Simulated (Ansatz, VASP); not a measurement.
Tl3Ge2H: VASP beside Ansatz

```
Tl Ge H
1.0
     6.48550    0.00000    0.00000
    -3.24275    5.61660    0.00000
     0.00000    0.00000    3.81224
Tl Ge H
3 2 1
Direct
  0.00000 0.50000 0.00000
  0.50000 0.00000 0.00000
  0.50000 0.50000 0.00000
  0.33333 0.66667 0.50000
  0.66667 0.33333 0.50000
  0.00000 0.00000 0.50000
```

Change from the starting cell: species swapped into the TmB2Rh3 type (P6/mmm, No. 191).

Alike in both runs: task single point; functional PBE; k mesh 3 × 3 × 4; occupations gaussian, width 0.1 eV; no spin polarisation.

|  | VASP | Ansatz |
| --- | --- | --- |
| version | VASP 6.6.1 | Ansatz 0.2.0 |
| potentials or method | VASP PAW PBE potentials, release 64 (Tl_d, Ge_d, H), cutoff 520 eV | scalar-relativistic, plane waves, PAW |
| valence electrons in the cell | 68 | 68 |

```csv
,VASP,Ansatz,Ansatz less VASP
gap on the k mesh at the Fermi level (eV),none,none,-
pressure (GPa),15.5,15.6,+0.04
"traceless stress, the component that is largest in VASP (GPa)",3.97,3.92,-0.053
```

A gap of «none» marks a metal or a gap that the smearing closes. With one functional, cell and mesh, what is left measures potentials, basis and numerics.

The k mesh is coarse, so the values compare programs but aren't converged. Spin-orbit coupling is off throughout.
